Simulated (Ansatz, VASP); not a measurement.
**Re: VASP beside Ansatz**

```
CELL_PARAMETERS angstrom
2.76639 0.00000 0.00000
-1.38319 2.39576 0.00000
0.00000 0.00000 8.93885
ATOMIC_POSITIONS crystal
Re 0.66667 0.33333 0.75000
Re 0.00000 0.00000 0.50000
Re 0.33333 0.66667 0.25000
Re 0.00000 0.00000 0.00000
```

Alike in both runs: functional PBEsol; k mesh 11 × 11 × 3; occupations fermi-dirac, width 0.05 eV; non-collinear spin, spin-orbit coupling.

|  | VASP | Ansatz |
| --- | --- | --- |
| version | VASP 6.6.1 | Ansatz 0.2.0 |
| potentials or method | VASP PAW PBE potentials, release 64 (Re) | Ansatz PAW |
| plane-wave cutoff (eV) | 520 | 420 |
| valence electrons in the cell | 28 | 60 |
| task | single point | band structure |

|  | VASP | Ansatz | Ansatz less VASP |
| --- | --- | --- | --- |
| pressure (GPa) | -6.1 | -6.1 | +0.02 |
| traceless stress, the component that is largest in VASP (GPa) | -0.43 | -0.42 | +0.015 |

VASP's potentials were made for PBE, not for PBEsol. The functional is the same, so the differences come from potentials, cutoffs and numerics. VASP's potentials hold 28 valence electrons a cell and Ansatz's 60, so a difference there can come from the potentials and not from the codes.
